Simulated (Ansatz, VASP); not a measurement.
## One calculation of Ga, two programs

```xyz
2
Lattice="2.3582 0.0000 0.0000 -1.1791 2.0423 0.0000 0.0000 0.0000 3.9681" Properties=species:S:1:pos:R:3 pbc="T T T"
Ga    0.0000    1.3615    0.9920
Ga    1.1791    0.6808    2.9761
```

Change from the starting cell: volume scaled by 0.5, LAPW.

Alike in both runs: task single point; functional PBE; k mesh 14 × 14 × 8; occupations fermi-dirac, width 0.1 eV; no spin polarisation.

|  | VASP | Ansatz |
| --- | --- | --- |
| version | VASP 6.6.1 | Ansatz 0.2.0 |
| potentials or method | VASP PAW PBE potentials, release 64 (Ga_d), cutoff 520 eV | all-electron LAPW, scalar-relativistic |

Ansatz gave:

* pressure (GPa): 176.2
* traceless stress, the component that is largest in VASP (GPa): 0.07

**Question.** What did VASP give for the same quantities?

**Answer.** Pressure (GPa): 177.7; traceless stress, the component that is largest in VASP (GPa): 0.02.

Both programs put the cell under a high pressure, so it lies far from rest at this level. Ansatz ran all-electron here, and VASP with PAW potentials.

Noted on VASP's run: the cell as given lies far from equilibrium.
